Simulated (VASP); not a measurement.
# InP (I-4m2) in VASP: a series of runs

Runs on InP. Level: r2SCAN. Tasks: single point.

Program: VASP 6.6.1. These are calculated values, not measurements. Logs are shortened: lines on timing, memory, paths and dates and some standing lists are left out, and cuts for length are marked.

**1. The cell of the first run**

It takes space group I-4m2 (No. 119, tetragonal). Conventional cell: a = 4.136 Å, b = 4.136 Å, c = 5.970 Å, α = 90.00°, β = 90.00°, γ = 90.00°. Within 3.4 Å of In (site symmetry -4m2) lie 4 P at 2.55 Å. P (site symmetry -4m2) has 4 In at 2.55 Å within 3.4 Å.

**2. Single point, r2SCAN (epitaxial xy strain -1.0%)**

The input, POSCAR:

```
InP
1.0
    0.0000000000      2.9242497585      2.9849027061
    2.9242497585      0.0000000000      2.9849027061
    2.9242497585      2.9242497585      0.0000000000
In P
1 1
Direct
    0.0000000000      0.0000000000      0.0000000000
    0.2500000000      0.2500000000      0.2500000000
```

The input, INCAR.step1:

```
SYSTEM = InP
ALGO = Normal ; EDIFF = 1E-4
ENCUT = 520 ; GGA = PE
ISMEAR = 0 ; LASPH = .True.
LCHARG = .False. ; LREAL = .False.
LWAVE = .True. ; NBANDS = 16
NELM = 100 ; PREC = Accurate
SIGMA = 0.01
```

The input, INCAR.step2:

```
SYSTEM = InP
ALGO = Normal ; EDIFF = 1E-7
ENCUT = 520 ; ISIF = 2
ISMEAR = 0 ; ISTART = 1
LASPH = .True. ; LCHARG = .True.
LELF = .True. ; LMIXTAU = .True.
LREAL = .False. ; LVHAR = .True.
LWAVE = .False. ; METAGGA = R2SCAN
NBANDS = 16 ; NELM = 100
PREC = Accurate ; SIGMA = 0.01
```

The input, KPOINTS:

```
k-points
0
Gamma
  8 8 8
  0 0 0
```

Potentials or basis: VASP PAW PBE potentials, release 64 (In_d, P).

Launch:

```
$ cat potpaw_PBE.64/In_d/POTCAR potpaw_PBE.64/P/POTCAR > POTCAR
$ cp INCAR.step1 INCAR
$ mpirun -np 1 vasp_std > vasp.out
$ cp INCAR.step2 INCAR
$ mpirun -np 1 vasp_std > vasp.out
```

OUTCAR:

```text
SYSTEM = InP
   EDIFF = 1E-7
   ENCUT = 520
   ISIF = 2
   ISMEAR = 0
   ISTART = 1
   LASPH = .True.
   LREAL = .False.
   METAGGA = R2SCAN
   NELM = 100
   PREC = Accurate

 ion  position               nearest neighbor table
   1  0.000  0.000  0.000-   2 2.55   2 2.55   2 2.55   2 2.55
   2  0.250  0.250  0.250-   1 2.55   1 2.55   1 2.55   1 2.55

  LATTYP: Found a body centered tetragonal cell.
 ALAT       =     4.1355136682
 C/A-ratio  =     1.4435462898

  Lattice vectors:

 A1 = (  -2.9242497585,   0.0000000000,   2.9849027061)
 A2 = (   2.9242497585,   0.0000000000,   2.9849027061)
 A3 = (   0.0000000000,   2.9242497585,  -2.9849027061)

Analysis of symmetry for initial positions (statically):
=====================================================================
 Subroutine PRICEL returns:
 Original cell was already a primitive cell.

 Routine SETGRP: Setting up the symmetry group for a
 body centered tetragonal supercell.

 Subroutine GETGRP returns: Found  8 space group operations
 (whereof  8 operations were pure point group operations)
 out of a pool of 16 trial point group operations.

The static configuration has the point symmetry D_2d.

Analysis of symmetry for dynamics (positions and initial velocities):
=====================================================================
 Subroutine PRICEL returns:
 Original cell was already a primitive cell.

 Routine SETGRP: Setting up the symmetry group for a
 body centered tetragonal supercell.

 Subroutine GETGRP returns: Found  8 space group operations
 (whereof  8 operations were pure point group operations)
 out of a pool of 16 trial point group operations.

The dynamic configuration has the point symmetry D_2d.

 Subroutine INISYM returns: Found  8 space group operations
 (whereof  8 operations are pure point group operations),
 and found     1 'primitive' translations

----------------------------------------------------------------------------------------

                                     Primitive cell

  volume of cell :      51.0492

  direct lattice vectors                    reciprocal lattice vectors
     0.000000000  2.924249758  2.984902706    -0.170984027  0.170984027  0.167509647
     2.924249758  0.000000000  2.984902706     0.170984027 -0.170984027  0.167509647
     2.924249758  2.924249758  0.000000000     0.170984027  0.170984027 -0.167509647

  length of vectors
     4.178621880  4.178621880  4.135513668     0.294160767  0.294160767  0.294160767

  position of ions in fractional coordinates (direct lattice)
     0.000000000  0.000000000  0.000000000
     0.250000000  0.250000000  0.250000000

  ion indices of the primitive-cell ions
   primitive index   ion index
                 1           1
                 2           2

----------------------------------------------------------------------------------------

 KPOINTS: k-points

Automatic generation of k-mesh.
 Grid dimensions read from file:
 generate k-points for:    8    8    8

 Generating k-lattice:

  Cartesian coordinates                     Fractional coordinates (reciprocal lattice)
    -0.021373003  0.021373003  0.020938706     0.125000000  0.000000000  0.000000000
     0.021373003 -0.021373003  0.020938706     0.000000000  0.125000000  0.000000000
     0.021373003  0.021373003 -0.020938706    -0.000000000 -0.000000000  0.125000000

  Length of vectors
     0.036770096  0.036770096  0.036770096

  Shift w.r.t. Gamma in fractional coordinates (k-lattice)
     0.000000000  0.000000000  0.000000000

 Subroutine IBZKPT returns following result:
 ===========================================

 Found     59 irreducible k-points:

 Following reciprocal coordinates:
            Coordinates               Weight
  0.000000  0.000000  0.000000      1.000000
  0.125000  0.000000  0.000000      8.000000
  0.250000  0.000000  0.000000      8.000000
  0.375000  0.000000  0.000000      8.000000
  0.500000  0.000000  0.000000      4.000000
  0.125000  0.125000  0.000000      2.000000
[... 16 lines left out ...]
  0.250000  0.000000  0.125000     16.000000
  0.375000  0.000000  0.125000     16.000000
 [... further k-points ...]
   k-points           NKPTS =     59   k-points in BZ     NKDIM =     59   number of bands    NBANDS=     16
   number of dos      NEDOS =    301   number of ions     NIONS =      2
   total plane-waves  NPLWV =  32768
   dimension x,y,z NGX =    32 NGY =   32 NGZ =   32
   dimension x,y,z NGXF=    64 NGYF=   64 NGZF=   64
   ions per type =               1   1
   NGX,Y,Z   is equivalent  to a cutoff of  12.73, 12.73, 12.86 a.u.
   NGXF,Y,Z  is equivalent  to a cutoff of  25.46, 25.46, 25.73 a.u.
 SYSTEM =  InP
   PREC   = accura    normal or accurate (medium, high low for compatibility)
   ISTART =      1    job   : 0-new  1-cont  2-samecut
   ICHARG =      0    charge: 1-file 2-atom 10-const
   ISPIN  =      1    spin polarized calculation?
   LNONCOLLINEAR =      F non collinear calculations
   LSORBIT =      F    spin-orbit coupling
   LASPH  =      T    aspherical Exc in radial PAW
   ENCUT  =  520.0 eV  38.22 Ry    6.18 a.u.   7.77  7.77  7.69*2*pi/ulx,y,z
   NELM   =    100;   NELMIN=  2; NELMDL=  0     # of ELM steps
   EDIFF  = 0.1E-06   stopping-criterion for ELM
   LREAL  =      F    real-space projection
   EDIFFG = 0.1E-05   stopping-criterion for IOM
   NSW    =      0    number of steps for IOM
   IBRION =     -1    ionic relax: 0-MD 1-quasi-New 2-CG
   NFREE  =      0    steps in history (QN), initial steepest desc. (CG)
   ISIF   =      2    stress and relaxation
   ISYM   =      2    0-nonsym 1-usesym 2-fastsym
   POTIM  = 0.5000    time-step for ionic-motion
   TEBEG  =    0.0;   TEEND  =   0.0 temperature during run
   PSTRESS=    0.0 pullay stress
   NELECT =      18.0000    total number of electrons
   NUPDOWN=      -1.0000    fix difference up-down
   EMIN   =  10.00;   EMAX   =-10.00  energy-range for DOS
   EFERMI =   0.00;   METHOD = LEGACY
   ISMEAR =     0;   SIGMA  =   0.01  broadening in eV -4-tet -1-fermi 0-gaus
   EFERMI_NEDOS =   21; number of points for ismear=-14 and -15
   IALGO  =     38    algorithm
   IMIX   =      4    mixing-type and parameters
     AMIX     =   0.40;   BMIX     =  1.00
     AMIX_MAG =   1.60;   BMIX_MAG =  1.00
  volume/ion in A,a.u.               =      25.52       172.25
  Fermi-wavevector in a.u.,A,eV,Ry     =   1.156563  2.185587 18.199670  1.337638
  Thomas-Fermi vector in A             =   2.293182
   LORBIT       =      0    0 simple, 1 ext, 2 COOP (PROOUT), +10 PAW based schemes
   METAGGA = R2SCAN    functional components
   LHFCALC =     F    Hartree Fock is set to
   AEXX    =    0.0000 exact exchange contribution
   IVDW    =     0    specifies the selected vdW correction
   LEPSILON=     F    determine dielectric tensor
   LRPA    =     F    only Hartree local field effects (RPA)
 non-spin polarized calculation
 Gauss-broadening in eV      SIGMA  =   0.01
  energy-cutoff  :      520.00
  volume of cell :       51.05
 maximum number of plane-waves:      1391
   NGX = 15   NGY = 15   NGZ = 15

 number of electron      18.0000007 magnetization

 Free energy of the ion-electron system (eV)
  ---------------------------------------------------
  ext. energy  EPLUGINS =         0.00000000
  ---------------------------------------------------
  free energy    TOTEN  =       -32.29450743 eV

  energy without entropy =      -32.29450743  energy(sigma->0) =      -32.29450743

 E-fermi :   4.9531     XC(G=0):  -9.8158

 val. band max:        4.8921760372   @ k =   0.0000   0.0000   0.0000
 cond. band min:       5.9418181021   @ k =   0.0000   0.0000   0.0000
 fundamental gap:      1.0496420649
 Fermi energy:         4.9530765665

 k-point     1 :       0.0000    0.0000    0.0000
  band No.  band energies     occupation
      1      -9.7773      2.00000
      2      -9.7682      2.00000
      3      -9.7682      2.00000
      4      -9.6014      2.00000
      5      -9.5984      2.00000
      6      -7.0426      2.00000
[... 8 lines left out ...]
     15      14.5912      0.00000
     16      14.9209      0.00000

 k-point     2 :       0.1250    0.0000    0.0000
  band No.  band energies     occupation
      1      -9.7923      2.00000
      2      -9.7660      2.00000
      3      -9.7606      2.00000
      4      -9.6016      2.00000
      5      -9.5978      2.00000
      6      -6.8583      2.00000
[... 8 lines left out ...]
     15      14.2324      0.00000
     16      14.7188      0.00000

 k-point     3 :       0.2500    0.0000    0.0000
  band No.  band energies     occupation
      1      -9.8384      2.00000
      2      -9.7496      2.00000
      3      -9.7440      2.00000
      4      -9.6001      2.00000
      5      -9.5943      2.00000
      6      -6.3458      2.00000
[... 8 lines left out ...]
     15      13.9372      0.00000
     16      14.4961      0.00000

 k-point     4 :       0.3750    0.0000    0.0000
  band No.  band energies     occupation
      1      -9.8815      2.00000
      2      -9.7363      2.00000
      3      -9.7308      2.00000
      4      -9.5950      2.00000
      5      -9.5870      2.00000
      6      -5.6665      2.00000
[... 8 lines left out ...]
     15      14.8464      0.00000
     16      14.9293      0.00000
[... 324 lines left out ...]
 k-point    22 :       0.1250    0.0000    0.1250
  band No.  band energies     occupation
      1      -9.8039      2.00000
      2      -9.7613      2.00000
      3      -9.7536      2.00000
      4      -9.6072      2.00000
      5      -9.5935      2.00000
      6      -6.7945      2.00000
[... 8 lines left out ...]
     15      14.7950      0.00000
     16      15.1799      0.00000

 k-point    23 :       0.2500    0.0000    0.1250
  band No.  band energies     occupation
      1      -9.8430      2.00000
      2      -9.7442      2.00000
      3      -9.7379      2.00000
      4      -9.6118      2.00000
      5      -9.5880      2.00000
      6      -6.3888      2.00000
[... 8 lines left out ...]
     15      14.7359      0.00000
     16      15.7884      0.00000

 k-point    24 :       0.3750    0.0000    0.1250
  band No.  band energies     occupation
      1      -9.8820      2.00000
      2      -9.7305      2.00000
      3      -9.7241      2.00000
      4      -9.6092      2.00000
      5      -9.5825      2.00000
      6      -5.7494      2.00000
[... 8 lines left out ...]
     15      15.3227      0.00000
     16      15.5390      0.00000

 [... further k-points ...]
[... 5 lines left out ...]
  --------------------------------------------------------------------------------------
  -------------------------------------------------------------------------------------
  Total        0.2678992      0.2678992     -0.0372249      0.0000000      0.0000000      0.0000000
  in kB        8.4080035      8.4080035     -1.1683023      0.0000000      0.0000000      0.0000000
  external PRESSURE =       5.2159016 kB  Pullay stress =       0.0000000 kB

 VOLUME and BASIS-vectors are now :
 -----------------------------------------------------------------------------
  energy-cutoff  :      520.00
  volume of cell :       51.05
      direct lattice vectors                 reciprocal lattice vectors
     0.000000000  2.924249758  2.984902706    -0.170984027  0.170984027  0.167509647
     2.924249758  0.000000000  2.984902706     0.170984027 -0.170984027  0.167509647
     2.924249758  2.924249758  0.000000000     0.170984027  0.170984027 -0.167509647

 POSITION                                       TOTAL-FORCE (eV/Angst)
 -----------------------------------------------------------------------------------
      0.00000      0.00000      0.00000         0.000000      0.000000      0.000000
      1.46212      1.46212      1.49245        -0.000000     -0.000000     -0.000000
 -----------------------------------------------------------------------------------
    total drift:                               -0.000004     -0.000004      0.000002

  FREE ENERGIE OF THE ION-ELECTRON SYSTEM (eV)
  ---------------------------------------------------
  free  energy   TOTEN  =       -32.2945074257 eV

  energy  without entropy=      -32.2945074257  energy(sigma->0) =      -32.29450743
```

Wall time 66 s (1 thread of Intel Xeon 6975P-C (Granite Rapids), shared host); peak memory 0.21 GiB.

Results:

| Property | Result |
| --- | --- |
| Free energy | -32.2945 eV |
| Pressure | 0.5 GPa |
| Band gap on the k mesh | 1.05 eV |

Caveat: the cell differs from its parent crystal (epitaxial xy strain -1.0%); the PAW data sets were made with another functional, which shifts forces and pressure a little; spin-orbit coupling is left out, which moves the levels of the heavy elements.

**3. Single point, r2SCAN (epitaxial xy strain +1.0%)**

The input, POSCAR:

```
InP
1.0
    0.0000000000      2.9833255112      2.9204433686
    2.9833255112      0.0000000000      2.9204433686
    2.9833255112      2.9833255112      0.0000000000
In P
1 1
Direct
    0.0000000000      0.0000000000      0.0000000000
    0.2500000000      0.2500000000      0.2500000000
```

The input, INCAR.step1:

```
  PREC = Accurate
  ENCUT = 520
  ISMEAR = 0
  SIGMA = 0.01
  LREAL = False
  LASPH = True
  NELM = 100
  NBANDS = 16
  GGA = PE
  ALGO = Normal
  EDIFF = 1E-4
  LWAVE = True
  LCHARG = False
```

The input, INCAR.step2:

```
  PREC = Accurate
  ENCUT = 520
  EDIFF = 1E-7
  ISMEAR = 0
  SIGMA = 0.01
  LREAL = False
  LASPH = True
  NELM = 100
  ALGO = Normal
  ISIF = 2
  LWAVE = False
  LCHARG = False
  METAGGA = R2SCAN
  LMIXTAU = True
  NBANDS = 16
  ISTART = 1
```

The input, KPOINTS:

```
regular mesh
0
Gamma
  8 8 8
```

Potentials or basis: VASP PAW PBE potentials, release 64 (In_d, P).

Launch:

```
$ cat potpaw_PBE.64/In_d/POTCAR potpaw_PBE.64/P/POTCAR > POTCAR
$ cp INCAR.step1 INCAR
$ mpirun -np 1 vasp_std > vasp.out
$ cp INCAR.step2 INCAR
$ mpirun -np 1 vasp_std > vasp.out
```

Run time: 52 s. Hardware: 1 thread of Intel Xeon 6975P-C (Granite Rapids), shared host; peak memory 0.21 GiB.

It converged, with:

```
Free energy            : -32.2942 eV
Pressure               : -0.7 GPa
Band gap on the k mesh : 0.91 eV
```

Stress tensor (GPa, compression positive):
```
-1.02  0.00  0.00
 0.00 -1.02  0.00
 0.00  0.00 -0.09
```

Levels at points of the mesh, in eV from the valence-band top:
```csv
k point,band 7,band 8,band 9,band 10,band 11,band 12
"(0.00, 0.00, 0.00)",-0.10,-0.10,0.00,0.91,4.35,4.39
"(0.50, 0.00, 0.00)",-5.77,-1.10,-0.96,1.71,5.02,5.17
"(0.50, 0.50, 0.00)",-5.71,-2.45,-2.45,1.92,2.35,9.74
"(0.50, 0.00, 0.50)",-5.84,-2.33,-2.32,2.03,2.55,9.53
```

Caveat: the cell differs from its parent crystal (epitaxial xy strain +1.0%); the PAW data sets were made with another functional, which shifts forces and pressure a little; spin-orbit coupling is left out, which moves the levels of the heavy elements.
